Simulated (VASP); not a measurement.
# GaP (rocksalt type) (Fm-3m) in VASP: further runs

The runs below take GaP (rocksalt type) through single point, with LDA.

Program: VASP 6.6.1. These are calculated values, not measurements. Logs are shortened: lines on timing, memory, paths and dates and some standing lists are left out, and cuts for length are marked.

**1. The cell of the first run**

Symmetry: Fm-3m, No. 225, cubic system. The conventional cell has a = 4.527 Å, b = 4.527 Å, c = 4.527 Å, α = 90.00°, β = 90.00°, γ = 90.00°. Ga (site symmetry m-3m) has 6 P at 2.26 Å within 3.0 Å. Within 3.0 Å of P (site symmetry m-3m) lie 6 Ga at 2.26 Å.

**2. Single point, LDA (11.60 Å³/atom)**

The input, INCAR:

```
ALGO = Normal
EDIFF = 1E-6
ENCUT = 500
GGA_COMPAT = False
ISIF = 2
ISMEAR = -1
LASPH = True
LCHARG = False
LREAL = False
LWAVE = False
NBANDS = 16
NELM = 120
PREC = Accurate
SIGMA = 0.1
```

The input, KPOINTS:

```
k-points
0
Gamma
  14 14 14
```

The input, POSCAR:

```
GaP
1.0
    0.0000000000      2.2634451540      2.2634451540
    2.2634451540      0.0000000000      2.2634451540
    2.2634451540      2.2634451540      0.0000000000
Ga P
1 1
Direct
    0.0000000000      0.0000000000      0.0000000000
    0.5000000000      0.5000000000      0.5000000000
```

Potentials or basis: VASP PAW LDA potentials, release 64 (Ga_d, P).

Started as:

```console
> cat potpaw_LDA.64/Ga_d/POTCAR potpaw_LDA.64/P/POTCAR > POTCAR
> mpirun -np 1 vasp_std > vasp.out
```

OUTCAR:

```text
EDIFF = 1E-6
   ENCUT = 500
   ISIF = 2
   ISMEAR = -1
   LASPH = True
   LREAL = False
   NELM = 120
   PREC = Accurate

 ion  position               nearest neighbor table
   1  0.000  0.000  0.000-   2 2.26   2 2.26   2 2.26   2 2.26   2 2.26   2 2.26
   2  0.500  0.500  0.500-   1 2.26   1 2.26   1 2.26   1 2.26   1 2.26   1 2.26

  LATTYP: Found a face centered cubic cell.
 ALAT       =     4.5268903080

  Lattice vectors:

 A1 = (   0.0000000000,   2.2634451540,   2.2634451540)
 A2 = (   2.2634451540,   0.0000000000,   2.2634451540)
 A3 = (   2.2634451540,   2.2634451540,   0.0000000000)

Analysis of symmetry for initial positions (statically):
=====================================================================
 Subroutine PRICEL returns:
 Original cell was already a primitive cell.

 Routine SETGRP: Setting up the symmetry group for a
 face centered cubic supercell.

 Subroutine GETGRP returns: Found 48 space group operations
 (whereof 48 operations were pure point group operations)
 out of a pool of 48 trial point group operations.

The static configuration has the point symmetry O_h .

Analysis of symmetry for dynamics (positions and initial velocities):
=====================================================================
 Subroutine PRICEL returns:
 Original cell was already a primitive cell.

 Routine SETGRP: Setting up the symmetry group for a
 face centered cubic supercell.

 Subroutine GETGRP returns: Found 48 space group operations
 (whereof 48 operations were pure point group operations)
 out of a pool of 48 trial point group operations.

The dynamic configuration has the point symmetry O_h .

 Subroutine INISYM returns: Found 48 space group operations
 (whereof 48 operations are pure point group operations),
 and found     1 'primitive' translations

----------------------------------------------------------------------------------------

                                     Primitive cell

  volume of cell :      23.1921

  direct lattice vectors                    reciprocal lattice vectors
     0.000000000  2.263445154  2.263445154    -0.220902194  0.220902194  0.220902194
     2.263445154  0.000000000  2.263445154     0.220902194 -0.220902194  0.220902194
     2.263445154  2.263445154  0.000000000     0.220902194  0.220902194 -0.220902194

  length of vectors
     3.200994834  3.200994834  3.200994834     0.382613823  0.382613823  0.382613823

  position of ions in fractional coordinates (direct lattice)
     0.000000000  0.000000000  0.000000000
[... 65 lines left out ...]
   ions per type =               1   1
   NGX,Y,Z   is equivalent  to a cutoff of  12.46, 12.46, 12.46 a.u.
   NGXF,Y,Z  is equivalent  to a cutoff of  24.93, 24.93, 24.93 a.u.
 SYSTEM =  unknown system
   PREC   = accura    normal or accurate (medium, high low for compatibility)
   ISTART =      0    job   : 0-new  1-cont  2-samecut
   ICHARG =      2    charge: 1-file 2-atom 10-const
   ISPIN  =      1    spin polarized calculation?
   LNONCOLLINEAR =      F non collinear calculations
   LSORBIT =      F    spin-orbit coupling
   LASPH  =      T    aspherical Exc in radial PAW
   ENCUT  =  500.0 eV  36.75 Ry    6.06 a.u.   5.84  5.84  5.84*2*pi/ulx,y,z
   NELM   =    120;   NELMIN=  2; NELMDL= -5     # of ELM steps
   EDIFF  = 0.1E-05   stopping-criterion for ELM
   LREAL  =      F    real-space projection
[... 7 lines left out ...]
   TEBEG  =    0.0;   TEEND  =   0.0 temperature during run
   PSTRESS=    0.0 pullay stress
   NELECT =      18.0000    total number of electrons
   NUPDOWN=      -1.0000    fix difference up-down
   EMIN   =  10.00;   EMAX   =-10.00  energy-range for DOS
   EFERMI =   0.00;   METHOD = LEGACY
   ISMEAR =    -1;   SIGMA  =   0.10  broadening in eV -4-tet -1-fermi 0-gaus
   EFERMI_NEDOS =   21; number of points for ismear=-14 and -15
   IALGO  =     38    algorithm
   IMIX   =      4    mixing-type and parameters
     AMIX     =   0.40;   BMIX     =  1.00
     AMIX_MAG =   1.60;   BMIX_MAG =  1.00
  volume/ion in A,a.u.               =      11.60        78.25
  Fermi-wavevector in a.u.,A,eV,Ry     =   1.504477  2.843050 30.796141  2.263452
  Thomas-Fermi vector in A             =   2.615452
   LORBIT       =      0    0 simple, 1 ext, 2 COOP (PROOUT), +10 PAW based schemes
   GGA     = CA    functional components
   LHFCALC =     F    Hartree Fock is set to
   AEXX    =    0.0000 exact exchange contribution
   IVDW    =     0    specifies the selected vdW correction
   LEPSILON=     F    determine dielectric tensor
   LRPA    =     F    only Hartree local field effects (RPA)
 non-spin polarized calculation
  energy-cutoff  :      500.00
  volume of cell :       23.19
 maximum number of plane-waves:       609
   NGX = 11   NGY = 11   NGZ = 11

 number of electron      17.9999994 magnetization

 Free energy of the ion-electron system (eV)
  ---------------------------------------------------
  ext. energy  EPLUGINS =         0.00000000
  ---------------------------------------------------
  free energy    TOTEN  =        -8.26197439 eV

  energy without entropy =       -8.23794129  energy(sigma->0) =       -8.24995784

 E-fermi :  11.8241     XC(G=0): -13.1734

 val. band max:       11.8190415111   @ k =   0.2143   0.1429   0.0714
 cond. band min:      11.8328368293   @ k =  -0.4286   0.0714   0.0000
 fundamental gap:      0.0137953182
 Fermi energy:        11.8241185373

 k-point     1 :       0.0000    0.0000    0.0000
  band No.  band energies     occupation
      1      -5.4595      2.00000
      2      -3.9627      2.00000
      3      -3.9627      2.00000
      4      -3.9091      2.00000
      5      -3.9091      2.00000
      6      -3.9091      2.00000
[... 433 lines left out ...]
      3      -3.9618      2.00000
      4      -3.8889      2.00000
      5      -3.8070      2.00000
      6      -3.5364      2.00000
[... 8 lines left out ...]
     15      23.4541      0.00000
     16      24.8164      0.00000

 [... further k-points ...]
[... 5 lines left out ...]
  --------------------------------------------------------------------------------------
  -------------------------------------------------------------------------------------
  Total       10.3931783     10.3931783     10.3931783     -0.0000000     -0.0000000      0.0000000
  in kB      717.9910643    717.9910643    717.9910643     -0.0000000     -0.0000000      0.0000000
  external PRESSURE =     717.9910643 kB  Pullay stress =       0.0000000 kB

 VOLUME and BASIS-vectors are now :
 -----------------------------------------------------------------------------
  energy-cutoff  :      500.00
  volume of cell :       23.19
      direct lattice vectors                 reciprocal lattice vectors
     0.000000000  2.263445154  2.263445154    -0.220902194  0.220902194  0.220902194
     2.263445154  0.000000000  2.263445154     0.220902194 -0.220902194  0.220902194
     2.263445154  2.263445154  0.000000000     0.220902194  0.220902194 -0.220902194

 POSITION                                       TOTAL-FORCE (eV/Angst)
 -----------------------------------------------------------------------------------
      0.00000      0.00000      0.00000         0.000000     -0.000000      0.000000
      2.26345      2.26345      2.26345        -0.000000      0.000000     -0.000000
 -----------------------------------------------------------------------------------
    total drift:                                0.000000     -0.000000     -0.000000

  FREE ENERGIE OF THE ION-ELECTRON SYSTEM (eV)
  ---------------------------------------------------
  free  energy   TOTEN  =        -8.2619743927 eV

  energy  without entropy=       -8.2379412919  energy(sigma->0) =       -8.24995784
```

stdout:

```text
POSCAR found type information on POSCAR GaP
 POSCAR found :  2 types and       2 ions
 scaLAPACK will be used
 LDA part: xc-table for (Slater(with rela. corr.)+CA(PZ))
 , standard interpolation
 POSCAR, INCAR and KPOINTS ok, starting setup
 FFT: planning ... GRIDC
 FFT: planning ... GRID_SOFT
 FFT: planning ... GRID
 WAVECAR not read
 entering main loop
```

Run time: 26 s. Hardware: 1 thread of Intel Xeon Platinum 8259CL at 2.50GHz (Skylake/Cascade Lake), shared host; peak memory 0.15 GiB.

Results:

- Free energy: -8.2620 eV
- Pressure: 71.8 GPa
- Band gap on the k mesh: zero (bands 9 and 10 overlap by 3.49 eV)

Levels at points of the mesh, in eV from the Fermi level:
```csv
k point,band 5,band 6,band 7,band 8,band 9,band 10,band 11,band 12,band 13,band 14
"(0.00, 0.00, 0.00)",-15.73,-15.73,-0.12,-0.12,-0.12,6.33,6.72,6.72,6.72,10.76
"(0.50, 0.00, 0.00)",-15.57,-12.89,-10.70,0.24,0.24,2.41,2.41,3.62,7.90,13.88
"(0.50, 0.50, 0.00)",-15.51,-10.38,-9.14,-4.35,-4.35,-2.74,1.85,14.56,15.06,15.06
```

Caveat: the cell stands under pressure.

**3. Single point, LDA (12.88 Å³/atom)**

This run uses another cell than the first one, of 12.88 Å³/atom.

The input, INCAR:

```
SYSTEM = GaP
PREC     = Accurate       ! precision mode
ENCUT    = 500            ! plane-wave cutoff, eV
EDIFF    = 1E-6           ! SCF threshold, eV
ISMEAR   = -1             ! smearing method
SIGMA    = 0.1            ! smearing width, eV
LREAL    = .FALSE.        ! projectors in reciprocal space
LASPH    = .TRUE.         ! aspherical terms in the spheres
NELM     = 120            ! most SCF steps
ALGO     = Normal         ! electronic algorithm
ISIF     = 2              ! what is computed and relaxed
LWAVE    = .FALSE.        ! write WAVECAR
LCHARG   = .FALSE.        ! write CHGCAR
NBANDS   = 16             ! bands
GGA_COMPAT= .FALSE.
```

The input, KPOINTS:

```
regular mesh
0
G
  14 14 14
  0 0 0
```

The input, POSCAR:

```
GaP
1.0
    0.0000000000      2.3443501193      2.3443501193
    2.3443501193      0.0000000000      2.3443501193
    2.3443501193      2.3443501193      0.0000000000
Ga P
1 1
Direct
    0.0000000000      0.0000000000      0.0000000000
    0.5000000000      0.5000000000      0.5000000000
```

Potentials or basis: VASP PAW LDA potentials, release 64 (Ga_d, P).

Started as:

```console
> cat potpaw_LDA.64/Ga_d/POTCAR potpaw_LDA.64/P/POTCAR > POTCAR
> mpirun -np 1 vasp_std > vasp.out
```

It took 24 s on 1 thread of Intel Xeon Platinum 8259CL at 2.50GHz (Skylake/Cascade Lake), shared host; peak memory 0.15 GiB.

It converged, with:

| Quantity | Value |
| --- | --- |
| Free energy | -9.1312 eV |
| Pressure | 38.8 GPa |
| Band gap on the k mesh | zero (bands 9 and 10 overlap by 3.59 eV) |

Levels at points of the mesh, in eV from the Fermi level:
```
           k point  band 7  band 8  band 9  band 10  band 11  band 12
(0.00, 0.00, 0.00)   -0.09   -0.09   -0.09     4.74     6.86     6.86
(0.50, 0.00, 0.00)   -9.85    0.22    0.22     2.61     2.61     3.50
(0.50, 0.50, 0.00)   -8.13   -3.83   -3.83    -2.90     2.33    13.78
```

Caveat: the cell stands under pressure.

**4. Single point, LDA (12.88 Å³/atom)**

This run uses another cell than the first one, of 12.88 Å³/atom.

The input, INCAR:

```
SYSTEM = GaP
PREC = Accurate
ENCUT = 500
EDIFF = 1E-6
ISMEAR = -1
SIGMA = 0.1
LREAL = .False.
LASPH = .True.
NELM = 120
ALGO = Normal
ISIF = 2
LWAVE = .False.
LCHARG = .False.
GGA = CA
NBANDS = 16
GGA_COMPAT = .False.
```

The input, KPOINTS:

```
Automatic mesh
0
Gamma
  14 14 14
  0 0 0
```

POSCAR is that of step 3.

Started as:

```console
> cat potpaw_LDA.64/Ga_d/POTCAR potpaw_LDA.64/P/POTCAR > POTCAR
> mpirun -np 1 vasp_std > vasp.out
```

It took 24 s on 1 thread of Intel Xeon Platinum 8259CL at 2.50GHz (Skylake/Cascade Lake), shared host; peak memory 0.15 GiB.

The run converged. Its results:

| Quantity | Value |
| --- | --- |
| Free energy | -9.1312 eV |
| Pressure | 38.8 GPa |
| Band gap on the k mesh | zero (bands 9 and 10 overlap by 3.59 eV) |

Levels at points of the mesh, in eV from the Fermi level:
```
           k point  band 6  band 7  band 8  band 9  band 10  band 11  band 12  band 13
(0.00, 0.00, 0.00)  -15.35   -0.09   -0.09   -0.09     4.74     6.86     6.86     6.86
(0.50, 0.00, 0.00)  -12.08   -9.85    0.22    0.22     2.61     2.61     3.50     7.13
(0.50, 0.50, 0.00)  -10.06   -8.13   -3.83   -3.83    -2.90     2.33    13.78    13.78
```

Caveat: the cell stands under pressure.

[end of part 1 of 2]

The gap in the log of VASP goes by the Fermi energy; the results here count the filled bands.